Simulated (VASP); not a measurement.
# Pt (Fm-3m) in VASP: notebook

The runs below take Pt through relaxation of cell and atoms, single point, with BLYP.

Everything below comes from runs of VASP 6.6.1. Logs are shortened: lines on timing, memory, paths and dates and some standing lists are left out, and cuts for length are marked.

### Step 1. The cell of the first run

Symmetry: Fm-3m, No. 225, cubic system. Conventional cell: a = 3.923 Å, b = 3.923 Å, c = 3.923 Å, α = 90.00°, β = 90.00°, γ = 90.00°. Pt (site symmetry m-3m) has 12 Pt at 2.77 Å within 3.7 Å.

### Step 2. Relaxation of cell and atoms, BLYP

INCAR reads:

```
SYSTEM = Pt
AGGAC = 1.0 ; AGGAX = 1.0
ALDAC = 0.0 ; ALDAX = 1.0
ALGO = Normal ; EDIFF = 1E-7
EDIFFG = -0.01 ; ENCUT = 570
GGA = B5 ; GGA_COMPAT = .False.
IBRION = 2 ; ISIF = 3
ISMEAR = -1 ; LASPH = .True.
LCHARG = .False. ; LREAL = .False.
LWAVE = .False. ; NELM = 120
NELMIN = 4 ; NSW = 80
PREC = Accurate ; SIGMA = 0.1
```

KPOINTS reads:

```
k-points
0
Gamma
  14 14 14
  0 0 0
```

POSCAR reads:

```
Pt
1.0
    0.0000000000      1.9615500000      1.9615500000
    1.9615500000      0.0000000000      1.9615500000
    1.9615500000      1.9615500000      0.0000000000
Pt
1
Direct
    0.0000000000      0.0000000000      0.0000000000
```

Potentials or basis: VASP PAW PBE potentials, release 64 (Pt_sv_GW).

The run is started by

```
$ cat potpaw_PBE.64/Pt_sv_GW/POTCAR > POTCAR
$ mpirun -np 1 vasp_std > vasp.out
```

OUTCAR:

```text
SYSTEM = Pt
   EDIFF = 1E-7
   EDIFFG = -0.01
   ENCUT = 570
   GGA = B5
   IBRION = 2
   ISIF = 3
   ISMEAR = -1
   LASPH = .True.
   LREAL = .False.
   NELM = 120
   NELMIN = 4
   NSW = 80
   PREC = Accurate

 ion  position               nearest neighbor table
   1  0.000  0.000  0.000-

  LATTYP: Found a face centered cubic cell.
 ALAT       =     3.9231000000

  Lattice vectors:

 A1 = (   0.0000000000,   1.9615500000,   1.9615500000)
 A2 = (   1.9615500000,   0.0000000000,   1.9615500000)
 A3 = (   1.9615500000,   1.9615500000,   0.0000000000)

Analysis of symmetry for initial positions (statically):
=====================================================================
 Subroutine PRICEL returns:
 Original cell was already a primitive cell.

 Routine SETGRP: Setting up the symmetry group for a
 face centered cubic supercell.

 Subroutine GETGRP returns: Found 48 space group operations
 (whereof 48 operations were pure point group operations)
 out of a pool of 48 trial point group operations.

The static configuration has the point symmetry O_h .

Analysis of symmetry for dynamics (positions and initial velocities):
=====================================================================
 Subroutine PRICEL returns:
 Original cell was already a primitive cell.

 Routine SETGRP: Setting up the symmetry group for a
 face centered cubic supercell.

 Subroutine GETGRP returns: Found 48 space group operations
 (whereof 48 operations were pure point group operations)
 out of a pool of 48 trial point group operations.

The dynamic configuration has the point symmetry O_h .

 Subroutine INISYM returns: Found 48 space group operations
 (whereof 48 operations are pure point group operations),
 and found     1 'primitive' translations

----------------------------------------------------------------------------------------

                                     Primitive cell

  volume of cell :      15.0948

  direct lattice vectors                    reciprocal lattice vectors
     0.000000000  1.961550000  1.961550000    -0.254900461  0.254900461  0.254900461
     1.961550000  0.000000000  1.961550000     0.254900461 -0.254900461  0.254900461
     1.961550000  1.961550000  0.000000000     0.254900461  0.254900461 -0.254900461

  length of vectors
     2.774050613  2.774050613  2.774050613     0.441500550  0.441500550  0.441500550

  position of ions in fractional coordinates (direct lattice)
     0.000000000  0.000000000  0.000000000

  ion indices of the primitive-cell ions
   primitive index   ion index
                 1           1

----------------------------------------------------------------------------------------

 KPOINTS: k-points

Automatic generation of k-mesh.
 Grid dimensions read from file:
 generate k-points for:   14   14   14

 Generating k-lattice:

  Cartesian coordinates                     Fractional coordinates (reciprocal lattice)
    -0.018207176  0.018207176  0.018207176     0.071428571  0.000000000  0.000000000
     0.018207176 -0.018207176  0.018207176     0.000000000  0.071428571  0.000000000
     0.018207176  0.018207176 -0.018207176     0.000000000  0.000000000  0.071428571

  Length of vectors
     0.031535754  0.031535754  0.031535754

  Shift w.r.t. Gamma in fractional coordinates (k-lattice)
     0.000000000  0.000000000  0.000000000

 Subroutine IBZKPT returns following result:
 ===========================================

 Found    104 irreducible k-points:

 Following reciprocal coordinates:
            Coordinates               Weight
  0.000000  0.000000  0.000000      1.000000
  0.071429  0.000000  0.000000      8.000000
  0.142857  0.000000  0.000000      8.000000
  0.214286  0.000000  0.000000      8.000000
  0.285714  0.000000  0.000000      8.000000
  0.357143  0.000000  0.000000      8.000000
[... 16 lines left out ...]
  0.214286  0.142857  0.000000     24.000000
  0.285714  0.142857  0.000000     24.000000
 [... further k-points ...]
   k-points           NKPTS =    104   k-points in BZ     NKDIM =    104   number of bands    NBANDS=     13
   number of dos      NEDOS =    301   number of ions     NIONS =      1
   total plane-waves  NPLWV =  13824
   dimension x,y,z NGX =    24 NGY =   24 NGZ =   24
   dimension x,y,z NGXF=    48 NGYF=   48 NGZF=   48
   ions per type =               1
   NGX,Y,Z   is equivalent  to a cutoff of  14.38, 14.38, 14.38 a.u.
   NGXF,Y,Z  is equivalent  to a cutoff of  28.77, 28.77, 28.77 a.u.
 SYSTEM =  Pt
   PREC   = accura    normal or accurate (medium, high low for compatibility)
   ISTART =      0    job   : 0-new  1-cont  2-samecut
   ICHARG =      2    charge: 1-file 2-atom 10-const
   ISPIN  =      1    spin polarized calculation?
   LNONCOLLINEAR =      F non collinear calculations
   LSORBIT =      F    spin-orbit coupling
   LASPH  =      T    aspherical Exc in radial PAW
   ENCUT  =  570.0 eV  41.89 Ry    6.47 a.u.   5.40  5.40  5.40*2*pi/ulx,y,z
   NELM   =    120;   NELMIN=  4; NELMDL= -5     # of ELM steps
   EDIFF  = 0.1E-06   stopping-criterion for ELM
   LREAL  =      F    real-space projection
   EDIFFG = -.1E-01   stopping-criterion for IOM
   NSW    =     80    number of steps for IOM
   IBRION =      2    ionic relax: 0-MD 1-quasi-New 2-CG
   NFREE  =      1    steps in history (QN), initial steepest desc. (CG)
   ISIF   =      3    stress and relaxation
   ISYM   =      2    0-nonsym 1-usesym 2-fastsym
   POTIM  = 0.5000    time-step for ionic-motion
   TEBEG  =    0.0;   TEEND  =   0.0 temperature during run
   PSTRESS=    0.0 pullay stress
   NELECT =      18.0000    total number of electrons
   NUPDOWN=      -1.0000    fix difference up-down
   EMIN   =  10.00;   EMAX   =-10.00  energy-range for DOS
   EFERMI =   0.00;   METHOD = LEGACY
   ISMEAR =    -1;   SIGMA  =   0.10  broadening in eV -4-tet -1-fermi 0-gaus
   EFERMI_NEDOS =   21; number of points for ismear=-14 and -15
   IALGO  =     38    algorithm
   IMIX   =      4    mixing-type and parameters
     AMIX     =   0.40;   BMIX     =  1.00
     AMIX_MAG =   1.60;   BMIX_MAG =  1.00
  volume/ion in A,a.u.               =      15.09       101.86
  Fermi-wavevector in a.u.,A,eV,Ry     =   1.736026  3.280614 41.005063  3.013787
  Thomas-Fermi vector in A             =   2.809519
   LORBIT       =      0    0 simple, 1 ext, 2 COOP (PROOUT), +10 PAW based schemes
   GGA     = B5    functional components
   LHFCALC =     F    Hartree Fock is set to
   AEXX    =    0.0000 exact exchange contribution
   IVDW    =     0    specifies the selected vdW correction
   LEPSILON=     F    determine dielectric tensor
   LRPA    =     F    only Hartree local field effects (RPA)
 conjugate gradient relaxation of ions
 non-spin polarized calculation
  energy-cutoff  :      570.00
  volume of cell :       15.09
 maximum number of plane-waves:       487
 NGX is ok and might be reduce to    24
   NGX = 11   NGY = 11   NGZ = 11

--------------------------------------- Ionic step        1  -------------------------------------------

 number of electron      18.0000001 magnetization

 Free energy of the ion-electron system (eV)
  ---------------------------------------------------
  ext. energy  EPLUGINS =         0.00000000
  ---------------------------------------------------
  free energy    TOTEN  =        -4.96519341 eV

  energy without entropy =       -4.91348248  energy(sigma->0) =       -4.93933794

 E-fermi :  11.2977     XC(G=0): -13.3986

 val. band max:       11.2883387054   @ k =   0.5000   0.5000   0.0000
 cond. band min:      11.3303340017   @ k =   0.5000   0.0000   0.0000
 fundamental gap:      0.0419952963
 Fermi energy:        11.2977338941

 k-point     1 :       0.0000    0.0000    0.0000
  band No.  band energies     occupation
      1     -86.7432      2.00000
      2     -40.9745      2.00000
      3     -40.9745      2.00000
      4     -40.9745      2.00000
      5       1.2868      2.00000
      6       7.5058      2.00000
      7       7.5058      2.00000
      8       7.5058      2.00000
      9       9.6441      2.00000
     10       9.6441      2.00000
     11      26.2536      0.00000
     12      31.0491      0.00000
     13      31.0491      0.00000
[... 466 lines left out ...]
  FREE ENERGIE OF THE ION-ELECTRON SYSTEM (eV)
  ---------------------------------------------------
  free  energy   TOTEN  =        -5.0691859285 eV

  energy  without entropy=       -5.0099831496  energy(sigma->0) =       -5.03958454

[... ionic steps 4 to 14 ...]

--------------------------------------- Ionic step       15  -------------------------------------------

 number of electron      18.0000000 magnetization

------------------------ aborting loop because EDIFF is reached ----------------------------------------

  FORCE on cell =-STRESS in cart. coord.  units (eV):
  Direction    XX          YY          ZZ          XY          YZ          ZX
  --------------------------------------------------------------------------------------
  -------------------------------------------------------------------------------------
  Total        0.0111183      0.0111183      0.0111183      0.0000000      0.0000000      0.0000000
  in kB        1.0761955      1.0761955      1.0761955      0.0000000      0.0000000      0.0000000
  external PRESSURE =       1.0761955 kB  Pullay stress =       0.0000000 kB
[... 55 lines left out ...]
  energy  without entropy=       -5.0113669433  energy(sigma->0) =       -5.04064111

--------------------------------------- Ionic step       17  -------------------------------------------

 number of electron      18.0000000 magnetization

 Free energy of the ion-electron system (eV)
  ---------------------------------------------------
  ext. energy  EPLUGINS =         0.00000000
  ---------------------------------------------------
  free energy    TOTEN  =        -5.06991587 eV

  energy without entropy =       -5.01136332  energy(sigma->0) =       -5.04063960

 E-fermi :   9.6635     XC(G=0): -12.8155

 val. band max:        9.6427617963   @ k =   0.4286   0.1429   0.0000
 cond. band min:       9.6787636772   @ k =   0.5000   0.0000   0.0000
 fundamental gap:      0.0360018809
 Fermi energy:         9.6635075526

 k-point     1 :       0.0000    0.0000    0.0000
  band No.  band energies     occupation
      1     -88.0387      2.00000
      2     -42.3308      2.00000
      3     -42.3308      2.00000
      4     -42.3308      2.00000
      5       0.6241      2.00000
      6       6.3999      2.00000
      7       6.3999      2.00000
      8       6.3999      2.00000
      9       8.2355      2.00000
     10       8.2355      2.00000
     11      24.8176      0.00000
     12      29.0939      0.00000
     13      29.0939      0.00000
[... 396 lines left out ...]
  FREE ENERGIE OF THE ION-ELECTRON SYSTEM (eV)
  ---------------------------------------------------
  free  energy   TOTEN  =        -5.0699158703 eV

  energy  without entropy=       -5.0113633215  energy(sigma->0) =       -5.04063960

 reached required accuracy - stopping structural energy minimisation
```

It took 2.6 min on 1 thread of Intel Xeon Platinum 8375C at 2.90GHz (Ice Lake), shared host; peak memory 0.18 GiB.

What came out:

- Free energy: -5.0699 eV
- Relaxed volume: 16.55 Å³/atom
- Relaxed cell: a = 2.861 Å, b = 2.861 Å, c = 2.861 Å, α = 60.00°, β = 60.00°, γ = 60.00°
- Space group after relaxing (to 0.1 Å): Fm-3m (No. 225)
- Energy gained by relaxing: 104.7 meV/atom
- Ionic steps: 17
- Pressure after relaxing: 0.1 GPa
- Band gap on the k mesh: zero (bands 9 and 10 overlap by 1.92 eV)

The path:
| step | energy change (eV) | largest force (eV/Å) | pressure (GPa) | volume (Å³) |
| --- | --- | --- | --- | --- |
| 1 | 0.0000 | 0.0000 | 25.21 | 15.09 |
| 2 | 0.3435 | 0.0000 | -25.15 | 20.90 |
| 3 | -0.1040 | 0.0000 | -1.71 | 16.70 |
| 4 | -0.1047 | 0.0000 | -0.28 | 16.58 |
| 5 | -0.1047 | 0.0000 | 0.12 | 16.55 |
| 6 | -0.1047 | 0.0000 | 0.12 | 16.55 |
| 7 | -0.1047 | 0.0000 | 0.12 | 16.55 |
| 8 | -0.1047 | 0.0000 | 0.11 | 16.55 |
| 9 | -0.1047 | 0.0000 | 0.11 | 16.55 |
| 10 | -0.1047 | 0.0000 | 0.11 | 16.55 |
| 11 | -0.1047 | 0.0000 | 0.11 | 16.55 |
| 12 | -0.1047 | 0.0000 | 0.11 | 16.55 |
| 13 | -0.1047 | 0.0000 | 0.11 | 16.55 |
| 14 | -0.1047 | 0.0000 | 0.11 | 16.55 |
| 15 | -0.1047 | 0.0000 | 0.11 | 16.55 |
| 16 | -0.1047 | 0.0000 | 0.11 | 16.55 |
| 17 | -0.1047 | 0.0000 | 0.09 | 16.55 |

Final structure:
```xyz
1
Lattice="0.0000 2.0228 2.0228 2.0228 0.0000 2.0228 2.0228 2.0228 0.0000" Properties=species:S:1:pos:R:3 pbc="T T T"
Pt    0.0000    0.0000    0.0000
```

Caveat: the PAW data sets were made with another functional, which shifts forces and pressure a little; spin-orbit coupling is left out, which moves the levels of the heavy elements.

### Step 3. Single point, BLYP

This run uses another cell than the first one, of 16.65 Å³/atom.

INCAR reads:

```
SYSTEM = Pt
PREC     = Accurate       ! precision mode
ENCUT    = 570            ! plane-wave cutoff, eV
EDIFF    = 1E-6           ! SCF threshold, eV
ISMEAR   = -1             ! smearing method
SIGMA    = 0.1            ! smearing width, eV
LREAL    = .FALSE.        ! projectors in reciprocal space
LASPH    = .TRUE.         ! aspherical terms in the spheres
NELM     = 120            ! most SCF steps
ALGO     = Normal         ! electronic algorithm
ISIF     = 2              ! what is computed and relaxed
LWAVE    = .FALSE.        ! write WAVECAR
LCHARG   = .TRUE.         ! write CHGCAR
GGA      = B5             ! functional
ALDAX    = 1.0          
AGGAX    = 1.0          
AGGAC    = 1.0          
ALDAC    = 0.0          
LELF     = .TRUE.         ! ELF
LVHAR    = .TRUE.       
NBANDS   = 15             ! bands
GGA_COMPAT= .FALSE.
```

KPOINTS reads:

```
regular mesh
0
G
  14 14 14
  0 0 0
```

POSCAR reads:

```
Pt
1.0
    0.0000000000      2.0266736658      2.0266736658
    2.0266736658      0.0000000000      2.0266736658
    2.0266736658      2.0266736658      0.0000000000
Pt
1
Direct
    0.0000000000      0.0000000000      0.0000000000
```

Potentials or basis: VASP PAW PBE potentials, release 64 (Pt_sv_GW).

The run is started by

```
$ cat potpaw_PBE.64/Pt_sv_GW/POTCAR > POTCAR
$ mpirun -np 1 vasp_std > vasp.out
```

It took 25 s on 1 thread of Intel Xeon Platinum 8259CL at 2.50GHz (Skylake/Cascade Lake), shared host; peak memory 0.16 GiB.

It converged, with:

```yaml
Free_energy: -5.0881 eV
Pressure: -0.3 GPa
Band_gap_on_the_k_mesh: zero (bands 9 and 10 overlap by 1.90 eV)
```

Levels at points of the mesh, in eV from the Fermi level:
| k point | band 6 | band 7 | band 8 | band 9 | band 10 | band 11 | band 12 | band 13 |
| --- | --- | --- | --- | --- | --- | --- | --- | --- |
| (0.00, 0.00, 0.00) | -3.23 | -3.23 | -3.23 | -1.42 | -1.42 | 15.16 | 19.41 | 19.41 |
| (0.50, 0.00, 0.00) | -3.28 | -3.28 | 0.01 | 0.01 | 0.23 | 5.14 | 14.74 | 18.33 |
| (0.50, 0.50, 0.00) | -5.62 | -0.02 | 0.40 | 0.40 | 2.23 | 7.86 | 11.23 | 11.23 |

Caveat: the PAW data sets were made with another functional, which shifts forces and pressure a little; spin-orbit coupling is left out, which moves the levels of the heavy elements.

### Step 4. Single point, BLYP, collinear spin

This run uses another cell than the first one, of 16.62 Å³/atom.

INCAR reads:

```
AGGAC = 1.0 ; AGGAX = 1.0
ALDAC = 0.0 ; ALDAX = 1.0
ALGO = Normal ; EDIFF = 1E-6
ENCUT = 570 ; GGA = B5
GGA_COMPAT = F ; ISIF = 2
ISMEAR = -1 ; ISPIN = 2
LASPH = T ; LCHARG = F
LMAXMIX = 4 ; LORBIT = 11
LREAL = F ; LWAVE = F
MAGMOM = 1 ; NBANDS = 19
NELM = 200 ; PREC = Accurate
SIGMA = 0.05
```

KPOINTS reads:

```
k-points
0
Gamma
  14 14 14
```

POSCAR reads:

```
Pt
1.0
    0.0000000000      2.0255415881      2.0255415881
    2.0255415881      0.0000000000      2.0255415881
    2.0255415881      2.0255415881      0.0000000000
Pt
1
Direct
    0.0000000000      0.0000000000      0.0000000000
```

The run is started by

```
$ cat potpaw_PBE.64/Pt_sv_GW/POTCAR > POTCAR
$ mpirun -np 1 vasp_std > vasp.out
```

It took 37 s on 1 thread of AMD EPYC 9R45 (Zen 5), shared host; peak memory 0.17 GiB.

The run converged. Its results:

```yaml
Free_energy: -5.0644 eV
Pressure: -0.2 GPa
Band_gap_on_the_k_mesh: zero (filled and empty bands overlap)
Net_moment: 0.00 μB per cell
```

Levels at points of the mesh, in eV from the Fermi level:
Spin up:
| k point | band 7 | band 8 | band 9 | band 10 | band 11 | band 12 |
| --- | --- | --- | --- | --- | --- | --- |
| (0.00, 0.00, 0.00) | -3.22 | -3.22 | -1.40 | -1.40 | 15.18 | 19.44 |
| (0.50, 0.00, 0.00) | -3.27 | 0.03 | 0.03 | 0.25 | 5.17 | 14.76 |
| (0.50, 0.50, 0.00) | -0.01 | 0.42 | 0.42 | 2.25 | 7.90 | 11.26 |
Spin down:
```
           k point  band 6  band 7  band 8  band 9  band 10  band 11  band 12  band 13
(0.00, 0.00, 0.00)   -3.22   -3.22   -3.22   -1.40    -1.40    15.18    19.44    19.44
(0.50, 0.00, 0.00)   -3.27   -3.27    0.03    0.03     0.25     5.18    14.76    18.37
(0.50, 0.50, 0.00)   -5.62    0.00    0.42    0.42     2.25     7.90    11.26    11.26
```

Caveat: the PAW data sets were made with another functional, which shifts forces and pressure a little; spin-orbit coupling is left out, which moves the levels of the heavy elements.

### Step 5. Overview

| task | spin | cell | smearing | gap on the mesh (eV) | pressure (GPa) |
| --- | --- | --- | --- | --- | --- |
| relaxation of cell and atoms | off | relaxed from a = 2.774 Å, angles 60.0°, 1 atom | fermi-dirac 0.1 eV | none | 0.1 |
| single point | off | a = 2.866 Å, angles 60.0°, 1 atom | fermi-dirac 0.1 eV | none | -0.3 |
| single point | collinear | a = 2.865 Å, angles 60.0°, 1 atom | fermi-dirac 0.05 eV | none | -0.2 |

Alike in all rows: level BLYP; potentials or basis VASP PAW PBE potentials, release 64 (Pt_sv_GW); k mesh 14 × 14 × 14; cutoff (eV) 570.

Caveats: the PAW data sets were made with another functional, which shifts forces and pressure a little; spin-orbit coupling is left out, which moves the levels of the heavy elements.

Total energies depend on the potentials used, so only differences within one code and one set of settings carry meaning.

The gap in the log of VASP goes by the Fermi energy; the results here count the filled bands.